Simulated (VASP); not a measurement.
# Li (I4/mmm) in VASP: further runs

Runs on Li. Level: r2SCAN. Tasks: single point.

Everything below comes from runs of VASP 6.6.1. Logs are shortened: lines on timing, memory, paths and dates and some standing lists are left out, and cuts for length are marked.

### Step 1. The cell of the first run

It takes space group I4/mmm (No. 139, tetragonal). Conventional cell: a = 3.161 Å, b = 3.161 Å, c = 4.272 Å, α = 90.00°, β = 90.00°, γ = 90.00°. Li (site symmetry 4/mmm) has 12 Li at 3.09 to 3.16 Å within 4.1 Å.

### Step 2. Single point, r2SCAN (strain +0.015 along x and y, -0.030 along z)

File POSCAR:

```
Li
1.0
    0.0000000000      2.2350300000      2.1359400000
    2.2350300000      0.0000000000      2.1359400000
    2.2350300000      2.2350300000      0.0000000000
Li
1
Direct
    0.0000000000      0.0000000000      0.0000000000
```

File INCAR.step1:

```
ALGO = Normal ; EDIFF = 1E-5
ENCUT = 830 ; GGA = PE
GGA_COMPAT = False ; ISMEAR = 0
LASPH = True ; LCHARG = False
LREAL = False ; LWAVE = True
NBANDS = 8 ; NELM = 120
PREC = Accurate ; SIGMA = 0.15
```

File INCAR.step2:

```
ALGO = Normal ; EDIFF = 1E-6
ENCUT = 830 ; GGA_COMPAT = False
ISIF = 2 ; ISMEAR = 0
ISTART = 1 ; LASPH = True
LCHARG = True ; LELF = True
LMIXTAU = True ; LREAL = False
LVHAR = True ; LWAVE = False
METAGGA = R2SCAN ; NBANDS = 8
NELM = 120 ; PREC = Accurate
SIGMA = 0.15
```

File KPOINTS:

```
k-points
0
Gamma
  18 18 18
```

Potentials or basis: VASP PAW PBE potentials, release 64 (Li_sv).

Command:

```
cat potpaw_PBE.64/Li_sv/POTCAR > POTCAR
cp INCAR.step1 INCAR
mpirun -np 1 vasp_std > vasp.out
cp INCAR.step2 INCAR
mpirun -np 1 vasp_std > vasp.out
```

OUTCAR:

```text
EDIFF = 1E-6
   ENCUT = 830
   ISIF = 2
   ISMEAR = 0
   ISTART = 1
   LASPH = True
   LREAL = False
   METAGGA = R2SCAN
   NELM = 120
   PREC = Accurate

 ion  position               nearest neighbor table
   1  0.000  0.000  0.000-

  LATTYP: Found a body centered tetragonal cell.
 ALAT       =     3.1608097383
 C/A-ratio  =     1.3515144389

  Lattice vectors:

 A1 = (   0.0000000000,  -2.2350300000,  -2.1359400000)
 A2 = (   0.0000000000,   2.2350300000,  -2.1359400000)
 A3 = (   2.2350300000,   0.0000000000,   2.1359400000)

Analysis of symmetry for initial positions (statically):
=====================================================================
 Subroutine PRICEL returns:
 Original cell was already a primitive cell.

 Routine SETGRP: Setting up the symmetry group for a
 body centered tetragonal supercell.

 Subroutine GETGRP returns: Found 16 space group operations
 (whereof 16 operations were pure point group operations)
 out of a pool of 16 trial point group operations.

The static configuration has the point symmetry D_4h.

Analysis of symmetry for dynamics (positions and initial velocities):
=====================================================================
 Subroutine PRICEL returns:
 Original cell was already a primitive cell.

 Routine SETGRP: Setting up the symmetry group for a
 body centered tetragonal supercell.

 Subroutine GETGRP returns: Found 16 space group operations
 (whereof 16 operations were pure point group operations)
 out of a pool of 16 trial point group operations.

The dynamic configuration has the point symmetry D_4h.

 Subroutine INISYM returns: Found 16 space group operations
 (whereof 16 operations are pure point group operations),
 and found     1 'primitive' translations

----------------------------------------------------------------------------------------

                                     Primitive cell

  volume of cell :      21.3396

  direct lattice vectors                    reciprocal lattice vectors
     0.000000000  2.235030000  2.135940000    -0.223710644  0.223710644  0.234088973
     2.235030000  0.000000000  2.135940000     0.223710644 -0.223710644  0.234088973
     2.235030000  2.235030000  0.000000000     0.223710644  0.223710644 -0.234088973

  length of vectors
     3.091536638  3.091536638  3.160809738     0.393561369  0.393561369  0.393561369

  position of ions in fractional coordinates (direct lattice)
     0.000000000  0.000000000  0.000000000

  ion indices of the primitive-cell ions
   primitive index   ion index
                 1           1

----------------------------------------------------------------------------------------

 KPOINTS: k-points

Automatic generation of k-mesh.
 Grid dimensions read from file:
 generate k-points for:   18   18   18

 Generating k-lattice:

  Cartesian coordinates                     Fractional coordinates (reciprocal lattice)
    -0.012428369  0.012428369  0.013004943     0.055555556 -0.000000000  0.000000000
     0.012428369 -0.012428369  0.013004943    -0.000000000  0.055555556  0.000000000
     0.012428369  0.012428369 -0.013004943     0.000000000  0.000000000  0.055555556

  Length of vectors
     0.021864521  0.021864521  0.021864521

  Shift w.r.t. Gamma in fractional coordinates (k-lattice)
     0.000000000  0.000000000  0.000000000

 Subroutine IBZKPT returns following result:
 ===========================================

 Found    480 irreducible k-points:

 Following reciprocal coordinates:
            Coordinates               Weight
  0.000000  0.000000  0.000000      1.000000
  0.055556 -0.000000  0.000000      8.000000
  0.111111 -0.000000  0.000000      8.000000
  0.166667 -0.000000  0.000000      8.000000
  0.222222 -0.000000  0.000000      8.000000
  0.277778  0.000000  0.000000      8.000000
[... 16 lines left out ...]
 -0.277778  0.055556  0.000000      8.000000
 -0.222222  0.055556  0.000000      8.000000
 [... further k-points ...]
   k-points           NKPTS =    480   k-points in BZ     NKDIM =    480   number of bands    NBANDS=      8
   number of dos      NEDOS =    301   number of ions     NIONS =      1
   total plane-waves  NPLWV =  27000
   dimension x,y,z NGX =    30 NGY =   30 NGZ =   30
   dimension x,y,z NGXF=    60 NGYF=   60 NGZF=   60
   ions per type =               1
   NGX,Y,Z   is equivalent  to a cutoff of  16.13, 16.13, 15.78 a.u.
   NGXF,Y,Z  is equivalent  to a cutoff of  32.26, 32.26, 31.56 a.u.
 SYSTEM =  unknown system
   PREC   = accura    normal or accurate (medium, high low for compatibility)
   ISTART =      1    job   : 0-new  1-cont  2-samecut
   ICHARG =      0    charge: 1-file 2-atom 10-const
   ISPIN  =      1    spin polarized calculation?
   LNONCOLLINEAR =      F non collinear calculations
   LSORBIT =      F    spin-orbit coupling
   LASPH  =      T    aspherical Exc in radial PAW
   ENCUT  =  830.0 eV  61.00 Ry    7.81 a.u.   7.26  7.26  7.42*2*pi/ulx,y,z
   NELM   =    120;   NELMIN=  2; NELMDL=  0     # of ELM steps
   EDIFF  = 0.1E-05   stopping-criterion for ELM
   LREAL  =      F    real-space projection
   EDIFFG = 0.1E-04   stopping-criterion for IOM
   NSW    =      0    number of steps for IOM
   IBRION =     -1    ionic relax: 0-MD 1-quasi-New 2-CG
   NFREE  =      0    steps in history (QN), initial steepest desc. (CG)
   ISIF   =      2    stress and relaxation
   ISYM   =      2    0-nonsym 1-usesym 2-fastsym
   POTIM  = 0.5000    time-step for ionic-motion
   TEBEG  =    0.0;   TEEND  =   0.0 temperature during run
   PSTRESS=    0.0 pullay stress
   NELECT =       3.0000    total number of electrons
   NUPDOWN=      -1.0000    fix difference up-down
   EMIN   =  10.00;   EMAX   =-10.00  energy-range for DOS
   EFERMI =   0.00;   METHOD = LEGACY
   ISMEAR =     0;   SIGMA  =   0.15  broadening in eV -4-tet -1-fermi 0-gaus
   EFERMI_NEDOS =   21; number of points for ismear=-14 and -15
   IALGO  =     38    algorithm
   IMIX   =      4    mixing-type and parameters
     AMIX     =   0.40;   BMIX     =  1.00
     AMIX_MAG =   1.60;   BMIX_MAG =  1.00
  volume/ion in A,a.u.               =      21.34       144.01
  Fermi-wavevector in a.u.,A,eV,Ry     =   0.851243  1.608615  9.858971  0.724614
  Thomas-Fermi vector in A             =   1.967345
   LORBIT       =      0    0 simple, 1 ext, 2 COOP (PROOUT), +10 PAW based schemes
   METAGGA = R2SCAN    functional components
   LHFCALC =     F    Hartree Fock is set to
   AEXX    =    0.0000 exact exchange contribution
   IVDW    =     0    specifies the selected vdW correction
   LEPSILON=     F    determine dielectric tensor
   LRPA    =     F    only Hartree local field effects (RPA)
 non-spin polarized calculation
 Gauss-broadening in eV      SIGMA  =   0.15
  energy-cutoff  :      830.00
  volume of cell :       21.34
 maximum number of plane-waves:      1187
 NGX is ok and might be reduce to    30
   NGX = 15   NGY = 15   NGZ = 15

 number of electron       2.9999997 magnetization

 Free energy of the ion-electron system (eV)
  ---------------------------------------------------
  ext. energy  EPLUGINS =         0.00000000
  ---------------------------------------------------
  free energy    TOTEN  =        -2.38887256 eV

  energy without entropy =       -2.38415186  energy(sigma->0) =       -2.38651221

 E-fermi :   0.5120     XC(G=0):  -7.3131

 val. band max:        0.4870823982   @ k =   0.5000   0.1111   0.3333
 cond. band min:       0.5145941479   @ k =   0.5000  -0.0000   0.0000
 fundamental gap:      0.0275117498
 Fermi energy:         0.5119810232

 k-point     1 :       0.0000    0.0000    0.0000
  band No.  band energies     occupation
      1     -47.7019      2.00000
      2      -3.2803      2.00000
      3      15.9047      0.00000
      4      15.9837      0.00000
      5      15.9837      0.00000
      6      19.2197      0.00000
      7      19.2197      0.00000
      8      19.3986      0.00000

 k-point     2 :       0.0556   -0.0000    0.0000
  band No.  band energies     occupation
      1     -47.7015      2.00000
      2      -3.2213      2.00000
      3      15.1734      0.00000
      4      15.7850      0.00000
      5      15.7954      0.00000
      6      18.8088      0.00000
      7      19.5127      0.00000
      8      19.5895      0.00000

 k-point     3 :       0.1111   -0.0000    0.0000
  band No.  band energies     occupation
      1     -47.7001      2.00000
      2      -3.0446      2.00000
      3      13.4847      0.00000
      4      15.3492      0.00000
      5      15.4771      0.00000
      6      18.7357      0.00000
      7      20.1378      0.00000
      8      20.2132      0.00000

 k-point     4 :       0.1667   -0.0000    0.0000
  band No.  band energies     occupation
      1     -47.6980      2.00000
      2      -2.7504      2.00000
      3      11.6056      0.00000
      4      14.8798      0.00000
      5      15.1309      0.00000
      6      18.9312      0.00000
      7      20.3491      0.00000
      8      20.7141      0.00000

 k-point     5 :       0.2222   -0.0000    0.0000
  band No.  band energies     occupation
      1     -47.6955      2.00000
      2      -2.3398      2.00000
      3       9.7671      0.00000
      4      14.4674      0.00000
      5      14.8344      0.00000
      6      19.1689      0.00000
      7      19.6949      0.00000
      8      20.3274      0.00000
[... 177 lines left out ...]
 k-point    22 :      -0.3333    0.0556    0.0000
  band No.  band energies     occupation
      1     -47.6893      2.00000
      2      -0.9331      2.00000
      3       6.0687      0.00000
      4      13.6508      0.00000
      5      14.1990      0.00000
      6      17.3975      0.00000
      7      17.7273      0.00000
      8      20.6475      0.00000

 k-point    23 :      -0.2778    0.0556    0.0000
  band No.  band energies     occupation
      1     -47.6917      2.00000
      2      -1.5869      2.00000
      3       7.5913      0.00000
      4      13.6535      0.00000
      5      14.6053      0.00000
      6      18.0006      0.00000
      7      18.2157      0.00000
      8      20.3874      0.00000

 k-point    24 :      -0.2222    0.0556    0.0000
  band No.  band energies     occupation
      1     -47.6944      2.00000
      2      -2.1430      2.00000
      3       9.2691      0.00000
      4      13.7733      0.00000
      5      15.0354      0.00000
      6      18.6497      0.00000
      7      18.9080      0.00000
      8      20.0417      0.00000

 [... further k-points ...]
[... 5 lines left out ...]
  --------------------------------------------------------------------------------------
  -------------------------------------------------------------------------------------
  Total       -0.0616977     -0.0616977     -0.0417661      0.0000000     -0.0000000      0.0000000
  in kB       -4.6322700     -4.6322700     -3.1358016      0.0000000     -0.0000000      0.0000000
  external PRESSURE =      -4.1334472 kB  Pullay stress =       0.0000000 kB

 VOLUME and BASIS-vectors are now :
 -----------------------------------------------------------------------------
  energy-cutoff  :      830.00
  volume of cell :       21.34
      direct lattice vectors                 reciprocal lattice vectors
     0.000000000  2.235030000  2.135940000    -0.223710644  0.223710644  0.234088973
     2.235030000  0.000000000  2.135940000     0.223710644 -0.223710644  0.234088973
     2.235030000  2.235030000  0.000000000     0.223710644  0.223710644 -0.234088973

 POSITION                                       TOTAL-FORCE (eV/Angst)
 -----------------------------------------------------------------------------------
      0.00000      0.00000      0.00000        -0.000000     -0.000000     -0.000000
 -----------------------------------------------------------------------------------
    total drift:                               -0.000000     -0.000000      0.000000

  FREE ENERGIE OF THE ION-ELECTRON SYSTEM (eV)
  ---------------------------------------------------
  free  energy   TOTEN  =        -2.3888725604 eV

  energy  without entropy=       -2.3841518637  energy(sigma->0) =       -2.38651221
```

Wall time 9.2 min (1 thread of Intel Xeon Platinum 8488C (Sapphire Rapids), shared host); peak memory 0.26 GiB.

What came out:

```yaml
Free_energy: -2.3889 eV
Pressure: -0.4 GPa
Band_gap_on_the_k_mesh: zero (an odd number of electrons rules out a gap without spin polarisation)
```

Stress tensor (GPa, compression positive):
```
-0.46  0.00  0.00
 0.00 -0.46  0.00
 0.00  0.00 -0.31
```

Caveat: the cell differs from its parent crystal (strain +0.015 along x and y, -0.030 along z); the PAW data sets were made with another functional, which shifts forces and pressure a little.

### Step 3. Single point, r2SCAN (strain +0.030 along x and y, -0.030 along z)

File POSCAR:

```
Li
1.0
    0.0000000000      2.2680600000      2.1359400000
    2.2680600000      0.0000000000      2.1359400000
    2.2680600000      2.2680600000      0.0000000000
Li
1
Direct
    0.0000000000      0.0000000000      0.0000000000
```

File INCAR.step1:

```
SYSTEM = Li
ALGO = Normal
EDIFF = 1E-5
ENCUT = 830
GGA = PE
GGA_COMPAT = .False.
ISMEAR = 0
LASPH = .True.
LCHARG = .False.
LREAL = .False.
LWAVE = .True.
NBANDS = 8
NELM = 120
PREC = Accurate
SIGMA = 0.15
```

File INCAR.step2:

```
SYSTEM = Li
ALGO = Normal
EDIFF = 1E-6
ENCUT = 830
GGA_COMPAT = .False.
ISIF = 2
ISMEAR = 0
ISTART = 1
LASPH = .True.
LCHARG = .False.
LMIXTAU = .True.
LREAL = .False.
LWAVE = .False.
METAGGA = R2SCAN
NBANDS = 8
NELM = 120
PREC = Accurate
SIGMA = 0.15
```

File KPOINTS:

```
k-points
0
Gamma
  18 18 18
  0 0 0
```

Potentials or basis: VASP PAW PBE potentials, release 64 (Li_sv).

Command:

```
cat potpaw_PBE.64/Li_sv/POTCAR > POTCAR
cp INCAR.step1 INCAR
mpirun -np 1 vasp_std > vasp.out
cp INCAR.step2 INCAR
mpirun -np 1 vasp_std > vasp.out
```

It took 9.7 min on 1 thread of Intel Xeon Platinum 8488C (Sapphire Rapids), shared host; peak memory 0.26 GiB.

It converged, with:

```yaml
Free_energy: -2.3867 eV
Pressure: -0.7 GPa
Band_gap_on_the_k_mesh: zero (an odd number of electrons rules out a gap without spin polarisation)
```

Stress tensor (GPa, compression positive):
```
-0.80  0.00  0.00
 0.00 -0.80  0.00
 0.00  0.00 -0.64
```

Levels at points of the mesh, in eV from the Fermi level:
```csv
k point,band 1,band 2,band 3,band 4,band 5
"(0.00, 0.00, 0.00)",-48.29,-3.74,15.08,15.19,15.19
"(0.50, 0.00, 0.00)",-48.28,0.01,2.94,12.77,13.65
"(0.50, 0.50, 0.00)",-48.27,2.17,5.29,8.23,8.23
"(0.50, 0.00, 0.50)",-48.27,1.35,4.48,9.00,9.28
```

Caveat: the cell differs from its parent crystal (strain +0.030 along x and y, -0.030 along z); the PAW data sets were made with another functional, which shifts forces and pressure a little.

The gap in the log of VASP goes by the Fermi energy; the results here count the filled bands.